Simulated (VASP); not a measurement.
Input of a VASP 6.6.1 run:

Contents of POSCAR:

```
BaTiO3
1.0
    2.8400536680     -1.6397057497     -2.3314328258
    0.0000000000      3.2794114995     -2.3314328258
   10.1767643086      5.8755576130      4.2744489429
Ba Ti O
3 3 9
Direct
    0.4612623111      0.4612623111      0.9188283674
    0.8501289778      0.8501289778      0.2521617007
    0.6556956444      0.6556956444      0.5854950341
    0.4312652904      0.4312652904      0.0899826165
    0.2368319571      0.2368319571      0.4233159498
    0.0423986237      0.0423986237      0.7566492831
    0.4629108420     -0.0274952479      0.0811512176
    0.2684775086     -0.2219285813      0.4144845509
    0.0740441753     -0.4163619146      0.7478178843
   -0.0274952479      0.4629108420      0.0811512176
   -0.2219285813      0.2684775086      0.4144845509
   -0.4163619146      0.0740441753      0.7478178843
    0.3675595512      0.3675595512      0.2446199142
    0.1731262179      0.1731262179      0.5779532476
   -0.0213071154     -0.0213071154      0.9112865809
```

File INCAR.step1:

```
SYSTEM = BaTiO3
PREC     = Accurate       ! precision mode
ENCUT    = 520            ! plane-wave cutoff, eV
ISMEAR   = 0              ! smearing method
SIGMA    = 0.05           ! smearing width, eV
LREAL    = Auto         
LASPH    = .True.         ! aspherical terms in the spheres
NELM     = 80             ! most SCF steps
NBANDS   = 73             ! bands
GGA      = PE             ! functional
ALGO     = Normal         ! electronic algorithm
EDIFF    = 1E-4           ! SCF threshold, eV
LWAVE    = .True.         ! write WAVECAR
LCHARG   = .False.        ! write CHGCAR
```

INCAR.step2

```
SYSTEM = BaTiO3
PREC     = Accurate       ! precision mode
ENCUT    = 520            ! plane-wave cutoff, eV
EDIFF    = 1E-6           ! SCF threshold, eV
ISMEAR   = 0              ! smearing method
SIGMA    = 0.05           ! smearing width, eV
LREAL    = Auto         
LASPH    = .True.         ! aspherical terms in the spheres
NELM     = 80             ! most SCF steps
ALGO     = Normal         ! electronic algorithm
ISIF     = 2              ! what is computed and relaxed
LWAVE    = .False.        ! write WAVECAR
LCHARG   = .True.         ! write CHGCAR
METAGGA  = R2SCAN         ! meta-GGA
LMIXTAU  = .True.       
LELF     = .True.         ! ELF
LVHAR    = .True.       
NBANDS   = 73             ! bands
ISTART   = 1
```

KPOINTS

```
Automatic mesh
0
Gamma
  6 6 2
  0 0 0
```

Potentials or basis: VASP PAW PBE potentials, release 64 (Ba_sv, Ti_sv, O).

The run is started by

```console
$ cat potpaw_PBE.64/Ba_sv/POTCAR potpaw_PBE.64/Ti_sv/POTCAR potpaw_PBE.64/O/POTCAR > POTCAR
$ cp INCAR.step1 INCAR
$ mpirun -np 1 vasp_std > vasp.out
$ cp INCAR.step2 INCAR
$ mpirun -np 1 vasp_std > vasp.out
```

Task: Predict the largest force.

Result: 18.458 eV/Å.

Task: What does it give for the band gap on the k mesh?

Result: 1.54 eV (least direct gap 2.00 eV).

Task: Predict the pressure.

Result: 9.3 GPa.

Forces on the atoms (eV/Å):
```
Ba  -13.629  -7.869  -7.730
Ba   -0.212  -0.123  -0.206
Ba    0.119   0.069   0.070
Ti   14.231   8.216   8.407
Ti    0.521   0.301   0.171
Ti    1.220   0.704   0.315
O     0.151   0.281   0.371
O    -0.131  -0.176  -0.015
O     0.059  -0.358   0.173
O     0.319  -0.010   0.371
O    -0.218  -0.025  -0.015
O    -0.280   0.230   0.173
O    -0.305  -0.176  -0.270
O    -0.402  -0.232  -0.317
O    -1.442  -0.832  -1.498
```

Caveat: the cell differs from its parent crystal (the part above a cut slid along it); the stress differs along the axes, from 5 to 17 GPa; the PAW data sets were made with another functional, which shifts forces and pressure a little; spin-orbit coupling is left out, which moves the levels of the heavy elements. A k mesh can miss the band edges.
